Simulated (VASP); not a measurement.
# H6C2O in VASP: notebook

H6C2O is run at these levels: PBE; tasks: single point.

Program: VASP 6.6.1. These are calculated values, not measurements. Logs are shortened: lines on timing, memory, paths and dates and some standing lists are left out, and cuts for length are marked.

### 1 The cell of the first run

The cell holds an amorphous packing of atoms, 27 atoms: a = 6.952 Å, b = 6.952 Å, c = 6.952 Å, α = 90.00°, β = 90.00°, γ = 90.00°.

### 2 Single point, PBE

Input file INCAR:

```
SYSTEM = H6C2O
PREC     = Accurate       ! precision mode
ENCUT    = 520            ! plane-wave cutoff, eV
EDIFF    = 1E-6           ! SCF threshold, eV
ISMEAR   = -1             ! smearing method
SIGMA    = 0.05           ! smearing width, eV
LREAL    = Auto         
LASPH    = .TRUE.         ! aspherical terms in the spheres
NELM     = 100            ! most SCF steps
ALGO     = Normal         ! electronic algorithm
ISIF     = 2              ! what is computed and relaxed
LWAVE    = .FALSE.        ! write WAVECAR
LCHARG   = .FALSE.        ! write CHGCAR
GGA      = PE             ! functional
NBANDS   = 49             ! bands
```

Input file KPOINTS:

```
Automatic mesh
0
G
  1 1 1
  0 0 0
```

Input file POSCAR:

```
H6C2O
1.0
    6.9520530000      0.0000000000      0.0000000000
    0.0000000000      6.9520530000      0.0000000000
    0.0000000000      0.0000000000      6.9520530000
C H O
6 18 3
Direct
    0.0146863092      0.3149860912      0.8796969758
    0.1087736241      0.2321040993      1.0285450931
    0.6791950522      0.2536660753      0.4115187269
    0.6008872487      0.2800467718      0.2387496183
   -0.0975970695      0.7485558582      0.2334418337
    0.0781351926      0.7865590208      0.1571190553
    0.0219935032      0.2470924776      0.7344305344
   -0.0742946005      0.4414810992      0.9001657496
    0.1756315724      0.0914549990      1.0104209505
    0.0862766725      0.2813269692      1.1717833567
    0.6889619512      0.3809666008      0.5102953041
    0.7371203873      0.1123984527      0.4598210054
    0.5327059503      0.4123530128      0.1815434951
    0.5861146341      0.1692737383      0.1311411176
   -0.2180938494      0.7077190004      0.1419868347
   -0.1270272249      0.7437659063      0.3857421685
    0.0835148984      0.7854226658      0.0010068968
    0.2004875394      0.8007562658      0.2459848911
    0.0645133171      0.9598459620      0.5404302873
    0.1491789548      0.7703048294      0.6399404608
    0.6520807595      0.8609399267      0.8875363867
    0.7756557667      0.8517771657      0.7001097374
    0.2844915020      0.4828070212      0.7223621569
    0.4553475067      0.6422563234      0.7022961419
    0.0333139002      0.8644352970      0.6379698199
    0.6518074589      0.8210236602      0.7529718200
    0.3217322998      0.6052888262      0.6682774139
```

Potentials or basis: VASP PAW PBE potentials, release 64 (C, H, O).

The run is started by

```sh
$ cat potpaw_PBE.64/C/POTCAR potpaw_PBE.64/H/POTCAR potpaw_PBE.64/O/POTCAR > POTCAR
$ mpirun -np 1 vasp_gam > vasp.out
```

OUTCAR:

```text
SYSTEM = H6C2O
   PREC = Accurate
   ENCUT = 520
   EDIFF = 1E-6
   ISMEAR = -1
   LREAL = Auto
   LASPH = .TRUE.
   NELM = 100
   ISIF = 2
   GGA = PE

 ion  position               nearest neighbor table
   1  0.015  0.315  0.880-   8 1.08   7 1.12   2 1.35
   2  0.109  0.232  0.029-  10 1.06   9 1.09   1 1.35
   3  0.679  0.254  0.412-  12 1.11  11 1.12   4 1.33
   4  0.601  0.280  0.239-  14 1.08  13 1.11   3 1.33
   5  0.902  0.749  0.233-  16 1.08  15 1.09   6 1.36
   6  0.078  0.787  0.157-  18 1.06  17 1.09   5 1.36
   7  0.022  0.247  0.734-   1 1.12
   8  0.926  0.441  0.900-   1 1.08
   9  0.176  0.091  0.010-   2 1.09
  10  0.086  0.281  0.172-   2 1.06
  11  0.689  0.381  0.510-   3 1.12
  12  0.737  0.112  0.460-   3 1.11
[... 10 lines left out ...]
  23  0.284  0.483  0.722-  27 0.97
  24  0.455  0.642  0.702-  27 0.99
  25  0.033  0.864  0.638-  19 0.97  20 1.04
  26  0.652  0.821  0.753-  22 0.96  21 0.98
  27  0.322  0.605  0.668-  23 0.97  24 0.99

  LATTYP: Found a simple cubic cell.
 ALAT       =     6.9520530000

  Lattice vectors:

 A1 = (   6.9520530000,   0.0000000000,   0.0000000000)
 A2 = (   0.0000000000,   6.9520530000,   0.0000000000)
 A3 = (   0.0000000000,   0.0000000000,   6.9520530000)

Analysis of symmetry for initial positions (statically):
=====================================================================
 Subroutine PRICEL returns:
 Original cell was already a primitive cell.

 Routine SETGRP: Setting up the symmetry group for a
 simple cubic supercell.

 Subroutine GETGRP returns: Found  1 space group operations
 (whereof  1 operations were pure point group operations)
 out of a pool of 48 trial point group operations.

The static configuration has the point symmetry C_1 .

Analysis of symmetry for dynamics (positions and initial velocities):
=====================================================================
 Subroutine PRICEL returns:
 Original cell was already a primitive cell.

 Routine SETGRP: Setting up the symmetry group for a
 simple cubic supercell.

 Subroutine GETGRP returns: Found  1 space group operations
 (whereof  1 operations were pure point group operations)
 out of a pool of 48 trial point group operations.

The dynamic configuration has the point symmetry C_1 .

 Subroutine INISYM returns: Found  1 space group operations
 (whereof  1 operations are pure point group operations),
 and found     1 'primitive' translations

----------------------------------------------------------------------------------------

                                     Primitive cell

  volume of cell :     336.0000

  direct lattice vectors                    reciprocal lattice vectors
     6.952053000  0.000000000  0.000000000     0.143842402  0.000000000  0.000000000
     0.000000000  6.952053000  0.000000000     0.000000000  0.143842402  0.000000000
     0.000000000  0.000000000  6.952053000     0.000000000  0.000000000  0.143842402

  length of vectors
     6.952053000  6.952053000  6.952053000     0.143842402  0.143842402  0.143842402

  position of ions in fractional coordinates (direct lattice)
     0.014686309  0.314986091  0.879696976
     0.108773624  0.232104099  0.028545093
     0.679195052  0.253666075  0.411518727
     0.600887249  0.280046772  0.238749618
     0.902402931  0.748555858  0.233441834
     0.078135193  0.786559021  0.157119055
[... 19 lines left out ...]
     0.651807459  0.821023660  0.752971820
     0.321732300  0.605288826  0.668277414

  ion indices of the primitive-cell ions
   primitive index   ion index
                 1           1
                 2           2
                 3           3
                 4           4
                 5           5
                 6           6
[... 19 lines left out ...]
                26          26
                27          27

----------------------------------------------------------------------------------------

 KPOINTS: Automatic mesh

Automatic generation of k-mesh.
 Grid dimensions read from file:
 generate k-points for:    1    1    1

 Generating k-lattice:

  Cartesian coordinates                     Fractional coordinates (reciprocal lattice)
     0.143842402  0.000000000  0.000000000     1.000000000  0.000000000  0.000000000
     0.000000000  0.143842402  0.000000000     0.000000000  1.000000000  0.000000000
     0.000000000  0.000000000  0.143842402     0.000000000  0.000000000  1.000000000

  Length of vectors
     0.143842402  0.143842402  0.143842402

  Shift w.r.t. Gamma in fractional coordinates (k-lattice)
     0.000000000  0.000000000  0.000000000

 Subroutine IBZKPT returns following result:
 ===========================================

 Found      1 irreducible k-points:

 Following reciprocal coordinates:
            Coordinates               Weight
  0.000000  0.000000  0.000000      1.000000
   k-points           NKPTS =      1   k-points in BZ     NKDIM =      1   number of bands    NBANDS=     49
   number of dos      NEDOS =    301   number of ions     NIONS =     27
   total plane-waves  NPLWV = 157464
   dimension x,y,z NGX =    54 NGY =   54 NGZ =   54
   dimension x,y,z NGXF=   108 NGYF=  108 NGZF=  108
   ions per type =               6  18   3
   NGX,Y,Z   is equivalent  to a cutoff of  12.91, 12.91, 12.91 a.u.
   NGXF,Y,Z  is equivalent  to a cutoff of  25.83, 25.83, 25.83 a.u.
 SYSTEM =  H6C2O
   PREC   = accura    normal or accurate (medium, high low for compatibility)
   ISTART =      0    job   : 0-new  1-cont  2-samecut
   ICHARG =      2    charge: 1-file 2-atom 10-const
   ISPIN  =      1    spin polarized calculation?
   LNONCOLLINEAR =      F non collinear calculations
   LSORBIT =      F    spin-orbit coupling
   LASPH  =      T    aspherical Exc in radial PAW
   ENCUT  =  520.0 eV  38.22 Ry    6.18 a.u.  12.93 12.93 12.93*2*pi/ulx,y,z
   NELM   =    100;   NELMIN=  2; NELMDL= -5     # of ELM steps
   EDIFF  = 0.1E-05   stopping-criterion for ELM
   LREAL  =      T    real-space projection
   EDIFFG = 0.1E-04   stopping-criterion for IOM
   NSW    =      0    number of steps for IOM
   IBRION =     -1    ionic relax: 0-MD 1-quasi-New 2-CG
   NFREE  =      0    steps in history (QN), initial steepest desc. (CG)
   ISIF   =      2    stress and relaxation
   ISYM   =      2    0-nonsym 1-usesym 2-fastsym
   POTIM  = 0.5000    time-step for ionic-motion
   TEBEG  =    0.0;   TEEND  =   0.0 temperature during run
   PSTRESS=    0.0 pullay stress
   NELECT =      60.0000    total number of electrons
   NUPDOWN=      -1.0000    fix difference up-down
   EMIN   =  10.00;   EMAX   =-10.00  energy-range for DOS
   EFERMI =   0.00;   METHOD = LEGACY
   ISMEAR =    -1;   SIGMA  =   0.05  broadening in eV -4-tet -1-fermi 0-gaus
   EFERMI_NEDOS =   21; number of points for ismear=-14 and -15
   IALGO  =     38    algorithm
   IMIX   =      4    mixing-type and parameters
     AMIX     =   0.40;   BMIX     =  1.00
     AMIX_MAG =   1.60;   BMIX_MAG =  1.00
  volume/ion in A,a.u.               =      12.44        83.98
  Fermi-wavevector in a.u.,A,eV,Ry     =   0.921889  1.742118 11.563321  0.849880
  Thomas-Fermi vector in A             =   2.047356
   LORBIT       =      0    0 simple, 1 ext, 2 COOP (PROOUT), +10 PAW based schemes
   GGA     = PE    functional components
[... 5 lines left out ...]
 non-spin polarized calculation
  energy-cutoff  :      520.00
  volume of cell :      336.00
 maximum number of plane-waves:      4523
 NGX is ok and might be reduce to    50
   NGX = 25   NGY = 25   NGZ = 25

 number of electron      59.9999993 magnetization

 Free energy of the ion-electron system (eV)
  ---------------------------------------------------
  ext. energy  EPLUGINS =         0.00000000
  ---------------------------------------------------
  free energy    TOTEN  =      -139.21439717 eV

  energy without entropy =     -139.21439717  energy(sigma->0) =     -139.21439717

 E-fermi :  -2.3984     XC(G=0):  -6.1113

 val. band max:       -3.6444125773   @ k =   0.0000   0.0000   0.0000
 cond. band min:       1.1076791736   @ k =   0.0000   0.0000   0.0000
 fundamental gap:      4.7520917509
 Fermi energy:        -2.3984263945

 k-point     1 :       0.0000    0.0000    0.0000
  band No.  band energies     occupation
      1     -22.7690      2.00000
      2     -22.4571      2.00000
      3     -22.0275      2.00000
      4     -16.1583      2.00000
      5     -16.0018      2.00000
      6     -15.9423      2.00000
[... 34 lines left out ...]
     41       5.1450      0.00000
     42       5.2833      0.00000
 [bands above 42 left out]

------------------------ aborting loop because EDIFF is reached ----------------------------------------

  FORCE on cell =-STRESS in cart. coord.  units (eV):
  Direction    XX          YY          ZZ          XY          YZ          ZX
  --------------------------------------------------------------------------------------
  -------------------------------------------------------------------------------------
  Total       -1.6824175     -0.9444614      1.0182893      1.2363399      1.2597776     -0.4368681
  in kB       -8.0224151     -4.5035560      4.8555958      5.8953453      6.0071053     -2.0831555
  external PRESSURE =      -2.5567918 kB  Pullay stress =       0.0000000 kB

 VOLUME and BASIS-vectors are now :
 -----------------------------------------------------------------------------
  energy-cutoff  :      520.00
  volume of cell :      336.00
      direct lattice vectors                 reciprocal lattice vectors
     6.952053000  0.000000000  0.000000000     0.143842402  0.000000000  0.000000000
     0.000000000  6.952053000  0.000000000     0.000000000  0.143842402  0.000000000
     0.000000000  0.000000000  6.952053000     0.000000000  0.000000000  0.143842402

 POSITION                                       TOTAL-FORCE (eV/Angst)
 -----------------------------------------------------------------------------------
      0.10210      2.18980      6.11570         0.746491     -0.904516      0.150291
      0.75620      1.61360      0.19845        -0.957414     -0.299464     -1.649659
      4.72180      1.76350      2.86090         0.151572      0.609565      0.501080
      4.17740      1.94690      1.65980        -0.585670      0.378839     -0.538243
      6.27355      5.20400      1.62290         0.984608      0.011881     -0.592791
      0.54320      5.46820      1.09230        -2.852884     -0.896526     -0.166438
[... 19 lines left out ...]
      4.53140      5.70780      5.23470        -1.479080     -0.338798      0.669381
      2.23670      4.20800      4.64590         0.208298      0.550030     -0.413246
 -----------------------------------------------------------------------------------
    total drift:                               -0.007114      0.006100     -0.002438

  FREE ENERGIE OF THE ION-ELECTRON SYSTEM (eV)
  ---------------------------------------------------
  free  energy   TOTEN  =      -139.2143971731 eV

  energy  without entropy=     -139.2143971731  energy(sigma->0) =     -139.21439717
```

Run time: 25 s. Hardware: 1 thread of Intel Xeon 6975P-C (Granite Rapids), shared host; peak memory 0.34 GiB.

Results:

| Quantity | Value |
| --- | --- |
| Free energy | -139.2144 eV |
| Pressure | -0.3 GPa |
| Largest force | 2.995 eV/Å |
| Band gap on the k mesh | 4.75 eV |

Forces in eV/Å, atoms in the order of the input:
```
C    0.746 -0.905  0.150
C   -0.957 -0.299 -1.650
C    0.152  0.610  0.501
C   -0.586  0.379 -0.538
C    0.985  0.012 -0.593
C   -2.853 -0.897 -0.166
H   -0.106  0.413  0.574
H   -0.031  0.212 -0.101
H    0.342  0.291 -0.088
H    0.088  0.505  0.965
H   -0.006 -0.904 -0.321
H   -0.273  0.703 -0.244
H    0.450 -0.042  0.717
H    0.192 -0.735 -0.128
H   -0.126  0.216 -0.227
H    0.171 -0.073  0.367
H    0.593  0.042 -0.091
H    1.125  0.356  0.536
H    0.034 -0.109  0.068
H   -0.960  0.668  0.131
H    0.177  0.020 -0.338
H    1.320  0.063 -0.176
H    0.158 -0.241  0.327
H   -0.367 -0.059  0.037
O    1.001 -0.436  0.032
O   -1.479 -0.339  0.669
O    0.208  0.550 -0.413
```

Caveat: the k points lie up to 0.90 Å⁻¹ apart.

### 3 Single point, PBE

Input file INCAR:

```
ALGO = Normal
EDIFF = 1E-6
ENCUT = 520
GGA = PE
ISIF = 2
ISMEAR = -1
LASPH = T
LCHARG = F
LREAL = Auto
LWAVE = F
NBANDS = 49
NELM = 80
PREC = Accurate
SIGMA = 0.05
```

Input file KPOINTS:

```
k-points
0
Gamma
  1 1 1
```

Input file POSCAR:

```
H6C2O
1.0
    6.9520530000      0.0000000000      0.0000000000
    0.0000000000      6.9520530000      0.0000000000
    0.0000000000      0.0000000000      6.9520530000
C H O
6 18 3
Direct
   -0.0022439415      0.3131305242      0.8741878119
    0.1020561840      0.2458985856      1.0260853880
    0.6490025321      0.2573772093      0.4158339990
    0.5902860637      0.3020115065      0.2381598644
   -0.1291848609      0.7450604879      0.1911090148
    0.0528045457      0.7793525164      0.1484309743
    0.0488776481      0.2857716994      0.7251526995
   -0.1280197375      0.3963145851      0.8934626937
    0.2128436017      0.1349673255      1.0091263689
    0.0449795190      0.2536085384      1.1730491698
    0.5487012254      0.2787665744      0.5362013207
    0.7845739956      0.1825791604      0.4523555847
    0.4434229716      0.3558373332      0.2033787717
    0.6728803707      0.2752424356      0.1114059401
   -0.2458266644      0.7342291550      0.0916419941
   -0.1710286156      0.7304317156      0.3410791028
    0.1162102763      0.7944847371      0.0107018747
    0.1641817173      0.7804313345      0.2603835155
    0.0798037644      0.9904124724      0.5304907773
    0.1300622996      0.7883858193      0.6271097185
    0.7068127933      0.8860979627      0.8648524400
    0.7399828511      0.8362278021      0.6676732758
    0.2854696303      0.5055628891      0.7683773412
    0.4190129160      0.6762318987      0.7235128961
    0.0219503505      0.8773523447      0.5935944389
    0.6513615474      0.7989006988      0.7673560601
    0.3134182090      0.5959390701      0.6692123895
```

Potentials or basis: VASP PAW PBE potentials, release 64 (C, H, O).

The run is started by

```sh
$ cat potpaw_PBE.64/C/POTCAR potpaw_PBE.64/H/POTCAR potpaw_PBE.64/O/POTCAR > POTCAR
$ mpirun -np 1 vasp_gam > vasp.out
```

Run time: 25 s. Hardware: 1 thread of Intel Xeon 6975P-C (Granite Rapids), shared host; peak memory 0.34 GiB.

Results (log left out):

| Property | Result |
| --- | --- |
| Free energy | -139.0279 eV |
| Pressure | 0.2 GPa |
| Largest force | 2.678 eV/Å |
| Band gap on the k mesh | 4.49 eV |

Forces on the atoms (eV/Å):
```
C    2.373 -1.150  0.468
C   -1.394 -0.627 -0.994
C   -0.449 -0.337  0.153
C   -0.964 -0.040  0.316
C   -0.129  0.145  0.889
C    0.835 -0.324  0.917
H   -0.340  0.082  0.480
H   -0.874  0.814  0.046
H    0.242  0.518 -0.204
H    0.115  0.446 -0.037
H    0.241  0.100 -0.052
H   -0.297  0.439 -0.347
H    0.631  0.017  0.574
H    0.722 -0.190 -0.540
H   -0.368 -0.135 -0.702
H    0.076 -0.075  0.087
H   -0.079  0.091 -1.343
H   -0.321  0.048  0.126
H   -0.206 -0.726  0.317
H   -0.333  0.137 -0.190
H   -0.656 -0.497  0.116
H    0.614 -0.297 -1.162
H   -0.436 -0.732  0.825
H   -0.040 -0.280 -0.353
O    0.463  0.489  0.069
O    0.034  0.822  0.996
O    0.540  1.260 -0.454
```

Stress tensor (GPa, compression positive):
```
-0.42  0.08 -1.55
 0.08 -0.34  0.41
-1.55  0.41  1.49
```

Levels at points of the mesh, in eV from the valence-band top:
```csv
k point,band 28,band 29,band 30,band 31,band 32,band 33
"(0.00, 0.00, 0.00)",-0.82,-0.50,0.00,4.49,4.77,5.12
```

Caveat: the k points lie up to 0.90 Å⁻¹ apart.

### 4 Single point, PBE

Input file INCAR:

```
ALGO = Normal ; EDIFF = 1E-7
ENCUT = 520 ; GGA = PE
ISIF = 2 ; ISMEAR = -1
LASPH = T ; LCHARG = F
LREAL = Auto ; LWAVE = F
NBANDS = 49 ; NELM = 80
PREC = Accurate ; SIGMA = 0.05
```

KPOINTS is that of step 3.

Input file POSCAR:

```
H6C2O
1.0
    6.9520530000      0.0000000000      0.0000000000
    0.0000000000      6.9520530000      0.0000000000
    0.0000000000      0.0000000000      6.9520530000
C H O
6 18 3
Direct
    0.0260930117      0.3286655036      0.8335954861
    0.0966045570      0.2570032190      0.9971155283
    0.6121644930      0.2332116858      0.3906184260
    0.5571016216      0.3027019501      0.2241639987
   -0.1696908812      0.7995623739      0.2184390712
   -0.0154774424      0.7589125112      0.1144985517
    0.0554656301      0.2849374135      0.6866748571
   -0.0830977554      0.4399851382      0.8301720370
    0.1948345331      0.1347227934      1.0178144499
    0.0452096668      0.3243502315      1.1282278774
    0.5770525627      0.2887492371      0.5276283135
    0.7166084608      0.1152177637      0.4034635524
    0.4707674122      0.4298010962      0.2131025181
    0.6254267624      0.2366639035      0.1020993367
   -0.3212000829      0.8045249367      0.1708416205
   -0.1486898906      0.8500366726      0.3650144785
   -0.0114354709      0.7290220601     -0.0367517336
    0.1308102801      0.7704055191      0.1714169901
    0.0705403138      1.0091839058      0.6786916038
    0.1277608212      0.8068983364      0.6258439054
    0.6167386814      0.9399525579      0.7873933067
    0.7752961607      0.8001377435      0.7034037284
    0.2657056843      0.5078355991      0.7359552639
    0.4023991186      0.6649978071      0.6844021471
    0.0249278882      0.8981951087      0.6122795669
    0.6383869628      0.8023241480      0.7449310297
    0.2972503230      0.5972768044      0.6278433148
```

The run is started by

```sh
$ cat potpaw_PBE.64/C/POTCAR potpaw_PBE.64/H/POTCAR potpaw_PBE.64/O/POTCAR > POTCAR
$ mpirun -np 1 vasp_gam > vasp.out
```

Wall time 29 s (1 thread of Intel Xeon 6975P-C (Granite Rapids), shared host); peak memory 0.35 GiB.

Results (log left out):

* Free energy: -139.1194 eV
* Pressure: 1.3 GPa
* Largest force: 1.894 eV/Å
* Band gap on the k mesh: 4.67 eV

Forces in eV/Å, atoms in the order of the input:
```
C   -0.224 -0.178 -0.322
C   -0.128 -0.025  0.024
C    1.223 -1.202  0.668
C    0.374  0.072 -0.195
C   -0.531  0.465  0.408
C    0.576  0.301 -0.110
H    0.442 -0.488 -0.239
H   -0.080  0.316  0.443
H   -0.069  0.344 -0.380
H   -0.016 -0.023  0.436
H   -0.755  0.800  1.074
H   -0.249  0.051 -0.345
H   -0.499  0.396 -0.248
H   -0.129 -0.009 -0.919
H    0.441 -0.275 -0.314
H    0.064 -0.265  0.143
H   -0.471 -0.332 -0.660
H   -0.059 -0.008  0.444
H    0.076  0.898  0.513
H    0.910 -1.291 -0.152
H    0.394 -1.674 -0.508
H   -0.414  0.291  0.058
H   -0.158  0.401 -0.848
H    1.643  0.932  0.139
O   -1.096  0.110 -0.253
O   -0.086  1.483  0.449
O   -1.179 -1.090  0.693
```

Stress tensor (GPa, compression positive):
```
0.42 0.04 0.19
0.04 0.81 1.06
0.19 1.06 2.65
```

Levels at points of the mesh, in eV from the valence-band top:
| k point | band 26 | band 27 | band 28 | band 29 | band 30 | band 31 | band 32 | band 33 | band 34 | band 35 |
| --- | --- | --- | --- | --- | --- | --- | --- | --- | --- | --- |
| (0.00, 0.00, 0.00) | -1.02 | -0.91 | -0.83 | -0.41 | 0.00 | 4.67 | 4.82 | 5.58 | 5.61 | 7.06 |

Caveat: the k points lie up to 0.90 Å⁻¹ apart.
